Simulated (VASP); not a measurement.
# Fe3Ge (Pm-3m) in VASP: notebook

Fe3Ge is run at these levels: PBEsol; tasks: single point.

All numbers are computed with VASP 6.6.1; they aren't measurements. Logs are shortened: lines on timing, memory, paths and dates and some standing lists are left out, and cuts for length are marked.

## (1) The cell of the first run

Symmetry: Pm-3m, No. 221, cubic system. Conventional cell: a = 3.467 Å, b = 3.467 Å, c = 3.467 Å, α = 90.00°, β = 90.00°, γ = 90.00°. Fe (site symmetry 4/mmm) has 8 Fe at 2.45 Å and 4 Ge at 2.45 Å within 3.2 Å. Within 3.2 Å of Ge (site symmetry m-3m) lie 12 Fe at 2.45 Å.

## (2) Single point, PBEsol (volume scaled by 0.85)

File INCAR:

```
ALGO     = Normal         # electronic algorithm
EDIFF    = 1E-6           # SCF threshold, eV
ENCUT    = 520            # plane-wave cutoff, eV
GGA      = PS             # functional
ISIF     = 2              # what is computed and relaxed
ISMEAR   = -1             # smearing method
LASPH    = T              # aspherical terms in the spheres
LCHARG   = F              # write CHGCAR
LREAL    = F              # projectors in reciprocal space
LWAVE    = F              # write WAVECAR
NBANDS   = 27             # bands
NELM     = 80             # most SCF steps
PREC     = Accurate       # precision mode
SIGMA    = 0.03           # smearing width, eV
```

File KPOINTS:

```
k-points
0
Gamma
  9 9 9
```

File POSCAR:

```
Fe3Ge
1.0
    3.4674758748      0.0000000000      0.0000000000
    0.0000000000      3.4674758748      0.0000000000
    0.0000000000      0.0000000000      3.4674758748
Fe Ge
3 1
Direct
    0.0000000000      0.5000000000      0.5000000000
    0.5000000000      0.5000000000      0.0000000000
    0.5000000000      0.0000000000      0.5000000000
    0.0000000000      0.0000000000      0.0000000000
```

Potentials or basis: VASP PAW PBE potentials, release 64 (Fe, Ge_d).

Run with:

```sh
$ cat potpaw_PBE.64/Fe/POTCAR potpaw_PBE.64/Ge_d/POTCAR > POTCAR
$ mpirun -np 1 vasp_std > vasp.out
```

OUTCAR:

```text
EDIFF = 1E-6
   ENCUT = 520
   GGA = PS
   ISIF = 2
   ISMEAR = -1
   LASPH = T
   LREAL = F
   NELM = 80
   PREC = Accurate

 ion  position               nearest neighbor table
   1  0.000  0.500  0.500-   2 2.45   3 2.45   4 2.45   2 2.45   4 2.45   3 2.45   4 2.45   4 2.45
                             2 2.45   3 2.45   2 2.45   3 2.45
   2  0.500  0.500  0.000-   1 2.45   3 2.45   4 2.45   1 2.45   3 2.45   3 2.45   4 2.45   3 2.45
                             1 2.45   4 2.45   1 2.45   4 2.45
   3  0.500  0.000  0.500-   1 2.45   2 2.45   4 2.45   2 2.45   4 2.45   1 2.45   2 2.45   2 2.45
                             1 2.45   4 2.45   4 2.45   1 2.45
   4  0.000  0.000  0.000-   1 2.45   2 2.45   3 2.45   1 2.45   3 2.45   1 2.45   2 2.45   1 2.45
                             2 2.45   3 2.45   3 2.45   2 2.45

  LATTYP: Found a simple cubic cell.
 ALAT       =     3.4674758748

  Lattice vectors:

 A1 = (   3.4674758748,   0.0000000000,   0.0000000000)
 A2 = (   0.0000000000,   3.4674758748,   0.0000000000)
 A3 = (   0.0000000000,   0.0000000000,   3.4674758748)

Analysis of symmetry for initial positions (statically):
=====================================================================
 Subroutine PRICEL returns:
 Original cell was already a primitive cell.

 Routine SETGRP: Setting up the symmetry group for a
 simple cubic supercell.

 Subroutine GETGRP returns: Found 48 space group operations
 (whereof 48 operations were pure point group operations)
 out of a pool of 48 trial point group operations.

The static configuration has the point symmetry O_h .

Analysis of symmetry for dynamics (positions and initial velocities):
=====================================================================
 Subroutine PRICEL returns:
 Original cell was already a primitive cell.

 Routine SETGRP: Setting up the symmetry group for a
 simple cubic supercell.

 Subroutine GETGRP returns: Found 48 space group operations
 (whereof 48 operations were pure point group operations)
 out of a pool of 48 trial point group operations.

The dynamic configuration has the point symmetry O_h .

 Subroutine INISYM returns: Found 48 space group operations
 (whereof 48 operations are pure point group operations),
 and found     1 'primitive' translations

----------------------------------------------------------------------------------------

                                     Primitive cell

  volume of cell :      41.6908

  direct lattice vectors                    reciprocal lattice vectors
     3.467475875  0.000000000  0.000000000     0.288394220  0.000000000  0.000000000
     0.000000000  3.467475875  0.000000000     0.000000000  0.288394220  0.000000000
     0.000000000  0.000000000  3.467475875     0.000000000  0.000000000  0.288394220

  length of vectors
     3.467475875  3.467475875  3.467475875     0.288394220  0.288394220  0.288394220

  position of ions in fractional coordinates (direct lattice)
     0.000000000  0.500000000  0.500000000
     0.500000000  0.500000000  0.000000000
     0.500000000  0.000000000  0.500000000
     0.000000000  0.000000000  0.000000000

  ion indices of the primitive-cell ions
   primitive index   ion index
                 1           1
                 2           2
                 3           3
                 4           4

----------------------------------------------------------------------------------------

 KPOINTS: k-points

Automatic generation of k-mesh.
 Grid dimensions read from file:
 generate k-points for:    9    9    9

 Generating k-lattice:

  Cartesian coordinates                     Fractional coordinates (reciprocal lattice)
     0.032043802  0.000000000  0.000000000     0.111111111  0.000000000  0.000000000
     0.000000000  0.032043802  0.000000000     0.000000000  0.111111111  0.000000000
     0.000000000  0.000000000  0.032043802     0.000000000  0.000000000  0.111111111

  Length of vectors
     0.032043802  0.032043802  0.032043802

  Shift w.r.t. Gamma in fractional coordinates (k-lattice)
     0.000000000  0.000000000  0.000000000

 Subroutine IBZKPT returns following result:
 ===========================================

 Found     35 irreducible k-points:

 Following reciprocal coordinates:
            Coordinates               Weight
  0.000000  0.000000  0.000000      1.000000
  0.111111  0.000000  0.000000      6.000000
  0.222222  0.000000  0.000000      6.000000
  0.333333  0.000000  0.000000      6.000000
  0.444444  0.000000  0.000000      6.000000
  0.111111  0.111111  0.000000     12.000000
[... 16 lines left out ...]
  0.333333  0.333333  0.111111     24.000000
  0.444444  0.333333  0.111111     48.000000
 [... further k-points ...]
   k-points           NKPTS =     35   k-points in BZ     NKDIM =     35   number of bands    NBANDS=     27
   number of dos      NEDOS =    301   number of ions     NIONS =      4
   total plane-waves  NPLWV =  21952
   dimension x,y,z NGX =    28 NGY =   28 NGZ =   28
   dimension x,y,z NGXF=    56 NGYF=   56 NGZF=   56
   ions per type =               3   1
   NGX,Y,Z   is equivalent  to a cutoff of  13.42, 13.42, 13.42 a.u.
   NGXF,Y,Z  is equivalent  to a cutoff of  26.85, 26.85, 26.85 a.u.
 SYSTEM =  unknown system
   PREC   = accura    normal or accurate (medium, high low for compatibility)
   ISTART =      0    job   : 0-new  1-cont  2-samecut
   ICHARG =      2    charge: 1-file 2-atom 10-const
   ISPIN  =      1    spin polarized calculation?
   LNONCOLLINEAR =      F non collinear calculations
   LSORBIT =      F    spin-orbit coupling
   LASPH  =      T    aspherical Exc in radial PAW
   ENCUT  =  520.0 eV  38.22 Ry    6.18 a.u.   6.45  6.45  6.45*2*pi/ulx,y,z
   NELM   =     80;   NELMIN=  2; NELMDL= -5     # of ELM steps
   EDIFF  = 0.1E-05   stopping-criterion for ELM
   LREAL  =      F    real-space projection
   EDIFFG = 0.1E-04   stopping-criterion for IOM
   NSW    =      0    number of steps for IOM
   IBRION =     -1    ionic relax: 0-MD 1-quasi-New 2-CG
   NFREE  =      0    steps in history (QN), initial steepest desc. (CG)
   ISIF   =      2    stress and relaxation
   ISYM   =      2    0-nonsym 1-usesym 2-fastsym
   POTIM  = 0.5000    time-step for ionic-motion
   TEBEG  =    0.0;   TEEND  =   0.0 temperature during run
   PSTRESS=    0.0 pullay stress
   NELECT =      38.0000    total number of electrons
   NUPDOWN=      -1.0000    fix difference up-down
   EMIN   =  10.00;   EMAX   =-10.00  energy-range for DOS
   EFERMI =   0.00;   METHOD = LEGACY
   ISMEAR =    -1;   SIGMA  =   0.03  broadening in eV -4-tet -1-fermi 0-gaus
   EFERMI_NEDOS =   21; number of points for ismear=-14 and -15
   IALGO  =     38    algorithm
   IMIX   =      4    mixing-type and parameters
     AMIX     =   0.40;   BMIX     =  1.00
     AMIX_MAG =   1.60;   BMIX_MAG =  1.00
  volume/ion in A,a.u.               =      10.42        70.34
  Fermi-wavevector in a.u.,A,eV,Ry     =   1.587289  2.999541 34.279679  2.519485
  Thomas-Fermi vector in A             =   2.686469
   LORBIT       =      0    0 simple, 1 ext, 2 COOP (PROOUT), +10 PAW based schemes
   GGA     = PS    functional components
   LHFCALC =     F    Hartree Fock is set to
   AEXX    =    0.0000 exact exchange contribution
   IVDW    =     0    specifies the selected vdW correction
   LEPSILON=     F    determine dielectric tensor
   LRPA    =     F    only Hartree local field effects (RPA)
 non-spin polarized calculation
  energy-cutoff  :      520.00
  volume of cell :       41.69
 maximum number of plane-waves:      1141
 NGX is ok and might be reduce to    28
   NGX = 13   NGY = 13   NGZ = 13

 number of electron      38.0000025 magnetization

 Free energy of the ion-electron system (eV)
  ---------------------------------------------------
  ext. energy  EPLUGINS =         0.00000000
  ---------------------------------------------------
  free energy    TOTEN  =       -31.26825854 eV

  energy without entropy =      -31.23458267  energy(sigma->0) =      -31.25142060

 E-fermi :   8.4559     XC(G=0): -14.0495

 val. band max:        8.4476427246   @ k =   0.2222   0.1111   0.0000
 cond. band min:       8.4591522476   @ k =   0.3333   0.2222   0.2222
 fundamental gap:      0.0115095231
 Fermi energy:         8.4558514872

 k-point     1 :       0.0000    0.0000    0.0000
  band No.  band energies     occupation
      1     -15.9463      2.00000
      2     -15.9463      2.00000
      3     -15.9312      2.00000
      4     -15.9312      2.00000
      5     -15.9312      2.00000
      6      -4.3329      2.00000
[... 19 lines left out ...]
     26      17.3081      0.00000
     27      17.3081      0.00000

 k-point     2 :       0.1111    0.0000    0.0000
  band No.  band energies     occupation
      1     -15.9453      2.00000
      2     -15.9421      2.00000
      3     -15.9309      2.00000
      4     -15.9306      2.00000
      5     -15.9306      2.00000
      6      -4.1841      2.00000
[... 19 lines left out ...]
     26      17.2362      0.00000
     27      17.5881      0.00000

 k-point     3 :       0.2222    0.0000    0.0000
  band No.  band energies     occupation
      1     -15.9427      2.00000
      2     -15.9315      2.00000
      3     -15.9303      2.00000
      4     -15.9290      2.00000
      5     -15.9290      2.00000
      6      -3.7534      2.00000
[... 19 lines left out ...]
     26      17.0376      0.00000
     27      18.0062      0.00000

 k-point     4 :       0.3333    0.0000    0.0000
  band No.  band energies     occupation
      1     -15.9398      2.00000
      2     -15.9297      2.00000
      3     -15.9273      2.00000
      4     -15.9273      2.00000
      5     -15.9194      2.00000
      6      -3.1078      2.00000
[... 19 lines left out ...]
     26      16.7844      0.00000
     27      17.1410      0.00000

 k-point     5 :       0.4444    0.0000    0.0000
  band No.  band energies     occupation
      1     -15.9379      2.00000
      2     -15.9293      2.00000
      3     -15.9261      2.00000
      4     -15.9261      2.00000
      5     -15.9115      2.00000
      6      -2.4818      2.00000
[... 19 lines left out ...]
     26      15.7723      0.00000
     27      15.7723      0.00000

 k-point     6 :       0.1111    0.1111    0.0000
  band No.  band energies     occupation
      1     -15.9429      2.00000
      2     -15.9395      2.00000
      3     -15.9305      2.00000
      4     -15.9302      2.00000
      5     -15.9301      2.00000
      6      -4.0374      2.00000
[... 444 lines left out ...]
      1     -15.9336      2.00000
      2     -15.9292      2.00000
      3     -15.9287      2.00000
      4     -15.9261      2.00000
      5     -15.9116      2.00000
      6      -2.5040      2.00000
[... 19 lines left out ...]
     26      16.4435      0.00000
     27      17.1922      0.00000

 k-point    22 :       0.4444    0.2222    0.1111
  band No.  band energies     occupation
      1     -15.9333      2.00000
      2     -15.9287      2.00000
      3     -15.9281      2.00000
      4     -15.9263      2.00000
      5     -15.9045      2.00000
      6      -1.9699      2.00000
[... 19 lines left out ...]
     26      15.7202      0.00000
     27      17.1070      0.00000

 k-point    23 :       0.3333    0.3333    0.1111
  band No.  band energies     occupation
      1     -15.9367      2.00000
      2     -15.9287      2.00000
      3     -15.9282      2.00000
      4     -15.9231      2.00000
      5     -15.9038      2.00000
      6      -1.9999      2.00000
[... 19 lines left out ...]
     26      16.8094      0.00000
     27      17.6628      0.00000

 k-point    24 :       0.4444    0.3333    0.1111
  band No.  band energies     occupation
      1     -15.9389      2.00000
      2     -15.9283      2.00000
      3     -15.9279      2.00000
      4     -15.9220      2.00000
      5     -15.8978      2.00000
      6      -1.5564      2.00000
[... 19 lines left out ...]
     26      16.5066      0.00000
     27      17.4831      0.00000

 [... further k-points ...]
[... 5 lines left out ...]
  --------------------------------------------------------------------------------------
  -------------------------------------------------------------------------------------
  Total        2.6552767      2.6552767      2.6552767     -0.0000000      0.0000000      0.0000000
  in kB      102.0422491    102.0422491    102.0422491     -0.0000000      0.0000000      0.0000000
  external PRESSURE =     102.0422491 kB  Pullay stress =       0.0000000 kB

 VOLUME and BASIS-vectors are now :
 -----------------------------------------------------------------------------
  energy-cutoff  :      520.00
  volume of cell :       41.69
      direct lattice vectors                 reciprocal lattice vectors
     3.467475875  0.000000000  0.000000000     0.288394220  0.000000000  0.000000000
     0.000000000  3.467475875  0.000000000     0.000000000  0.288394220  0.000000000
     0.000000000  0.000000000  3.467475875     0.000000000  0.000000000  0.288394220

 POSITION                                       TOTAL-FORCE (eV/Angst)
 -----------------------------------------------------------------------------------
      0.00000      1.73374      1.73374         0.000000      0.000000      0.000000
      1.73374      1.73374      0.00000         0.000000      0.000000      0.000000
      1.73374      0.00000      1.73374         0.000000      0.000000      0.000000
      0.00000      0.00000      0.00000         0.000000      0.000000      0.000000
 -----------------------------------------------------------------------------------
    total drift:                                0.000000      0.000000      0.000000

  FREE ENERGIE OF THE ION-ELECTRON SYSTEM (eV)
  ---------------------------------------------------
  free  energy   TOTEN  =       -31.2682585355 eV

  energy  without entropy=      -31.2345826670  energy(sigma->0) =      -31.25142060
```

It took 22 s on 1 thread of AMD EPYC 9R45 (Zen 5), shared host; peak memory 0.14 GiB.

Results:

```
Free energy            : -31.2683 eV
Pressure               : 10.2 GPa
Band gap on the k mesh : zero (band 19 reaches 8.91 eV, above the bottom of band 20 at 8.33 eV)
```

Levels at points of the mesh, in eV from the Fermi level:
```csv
k point,band 15,band 16,band 17,band 18,band 19,band 20,band 21,band 22,band 23,band 24
"(0.00, 0.00, 0.00)",-0.70,-0.59,-0.59,-0.59,0.45,0.45,1.12,1.42,1.42,1.42
```

Caveat: the cell differs from its parent crystal (volume scaled by 0.85); the PAW data sets were made with another functional, which shifts forces and pressure a little. Spin polarisation is off, so any magnetic state and its effect on volume and gap are missing.

## (3) Single point, PBEsol (volume scaled by 0.9)

File INCAR:

```
SYSTEM = Fe3Ge
PREC     = Accurate       ! precision mode
ENCUT    = 520            ! plane-wave cutoff, eV
EDIFF    = 1E-6           ! SCF threshold, eV
ISMEAR   = -1             ! smearing method
SIGMA    = 0.03           ! smearing width, eV
LREAL    = .False.        ! projectors in reciprocal space
LASPH    = .True.         ! aspherical terms in the spheres
NELM     = 60             ! most SCF steps
ALGO     = Normal         ! electronic algorithm
ISIF     = 2              ! what is computed and relaxed
LWAVE    = .False.        ! write WAVECAR
LCHARG   = .False.        ! write CHGCAR
GGA      = PS             ! functional
NBANDS   = 27             ! bands
```

File KPOINTS:

```
Automatic mesh
0
Gamma
  9 9 9
  0 0 0
```

File POSCAR:

```
Fe3Ge
1.0
    3.5341743944      0.0000000000      0.0000000000
    0.0000000000      3.5341743944      0.0000000000
    0.0000000000      0.0000000000      3.5341743944
Fe Ge
3 1
Direct
    0.0000000000      0.5000000000      0.5000000000
    0.5000000000      0.5000000000      0.0000000000
    0.5000000000      0.0000000000      0.5000000000
    0.0000000000      0.0000000000      0.0000000000
```

Potentials or basis: VASP PAW PBE potentials, release 64 (Fe, Ge_d).

Run with:

```sh
$ cat potpaw_PBE.64/Fe/POTCAR potpaw_PBE.64/Ge_d/POTCAR > POTCAR
$ mpirun -np 1 vasp_std > vasp.out
```

Run time: 22 s. Hardware: 1 thread of AMD EPYC 9R45 (Zen 5), shared host; peak memory 0.15 GiB.

It converged, with:

```
Free energy            : -31.3005 eV
Pressure               : -5.2 GPa
Band gap on the k mesh : zero (band 19 reaches 8.17 eV, above the bottom of band 20 at 7.65 eV)
```

Levels at points of the mesh, in eV from the Fermi level:
```tsv
k point	band 17	band 18	band 19	band 20	band 21	band 22
(0.00, 0.00, 0.00)	-0.54	-0.54	0.41	0.41	1.03	1.30
```

Caveat: the cell differs from its parent crystal (volume scaled by 0.9); the PAW data sets were made with another functional, which shifts forces and pressure a little. Spin polarisation is off, so any magnetic state and its effect on volume and gap are missing.

## (4) Single point, PBEsol (volume scaled by 0.95)

File INCAR:

```
SYSTEM = Fe3Ge
ALGO = Normal
EDIFF = 1E-7
ENCUT = 520
GGA = PS
ISIF = 2
ISMEAR = -1
LASPH = .TRUE.
LCHARG = .FALSE.
LREAL = .FALSE.
LWAVE = .FALSE.
NBANDS = 27
NELM = 60
PREC = Accurate
SIGMA = 0.03
```

File KPOINTS:

```
k-points
0
G
  9 9 9
  0 0 0
```

File POSCAR:

```
Fe3Ge
1.0
    3.5984461503      0.0000000000      0.0000000000
    0.0000000000      3.5984461503      0.0000000000
    0.0000000000      0.0000000000      3.5984461503
Fe Ge
3 1
Direct
    0.0000000000      0.5000000000      0.5000000000
    0.5000000000      0.5000000000      0.0000000000
    0.5000000000      0.0000000000      0.5000000000
    0.0000000000      0.0000000000      0.0000000000
```

Run with:

```sh
$ cat potpaw_PBE.64/Fe/POTCAR potpaw_PBE.64/Ge_d/POTCAR > POTCAR
$ mpirun -np 1 vasp_std > vasp.out
```

Run time: 25 s. Hardware: 1 thread of AMD EPYC 9R45 (Zen 5), shared host; peak memory 0.15 GiB.

Results (log left out):

```yaml
Free_energy: -31.1300 eV
Pressure: -16.5 GPa
Band_gap_on_the_k_mesh: zero (band 19 reaches 7.52 eV, above the bottom of band 20 at 7.03 eV)
```

Levels at points of the mesh, in eV from the Fermi level:
```tsv
k point	band 15	band 16	band 17	band 18	band 19	band 20	band 21	band 22	band 23	band 24
(0.00, 0.00, 0.00)	-0.64	-0.50	-0.50	-0.50	0.38	0.38	0.94	1.19	1.19	1.19
```

Caveat: the cell differs from its parent crystal (volume scaled by 0.95); the PAW data sets were made with another functional, which shifts forces and pressure a little.

## (5) Single point, PBEsol

This run uses another cell than the first one, of 12.26 Å³/atom, 1.176 times its volume.

File INCAR:

```
PREC = Accurate
ENCUT = 520
EDIFF = 1E-7
ISMEAR = -1
SIGMA = 0.03
LREAL = False
LASPH = True
NELM = 60
ALGO = Normal
ISIF = 2
LWAVE = False
LCHARG = True
GGA = PS
LELF = True
LVHAR = True
NBANDS = 27
```

File KPOINTS:

```
regular mesh
0
Gamma
  9 9 9
```

File POSCAR:

```
Fe3Ge
1.0
    3.6605005200      0.0000000000      0.0000000000
    0.0000000000      3.6605005200      0.0000000000
    0.0000000000      0.0000000000      3.6605005200
Fe Ge
3 1
Direct
    0.0000000000      0.5000000000      0.5000000000
    0.5000000000      0.5000000000      0.0000000000
    0.5000000000      0.0000000000      0.5000000000
    0.0000000000      0.0000000000      0.0000000000
```

Run with:

```sh
$ cat potpaw_PBE.64/Fe/POTCAR potpaw_PBE.64/Ge_d/POTCAR > POTCAR
$ mpirun -np 1 vasp_std > vasp.out
```

It took 26 s on 1 thread of AMD EPYC 9R45 (Zen 5), shared host; peak memory 0.15 GiB.

The run converged. Its results:

| Quantity | Value |
| --- | --- |
| Free energy | -30.8131 eV |
| Pressure | -24.5 GPa |
| Band gap on the k mesh | zero (band 19 reaches 6.92 eV, above the bottom of band 20 at 6.48 eV) |

Levels at points of the mesh, in eV from the Fermi level:
```csv
k point,band 16,band 17,band 18,band 19,band 20,band 21,band 22,band 23
"(0.00, 0.00, 0.00)",-0.47,-0.47,-0.47,0.35,0.35,0.87,1.10,1.10
```

Caveat: the PAW data sets were made with another functional, which shifts forces and pressure a little.

(Part 1 of 2 ends here.)
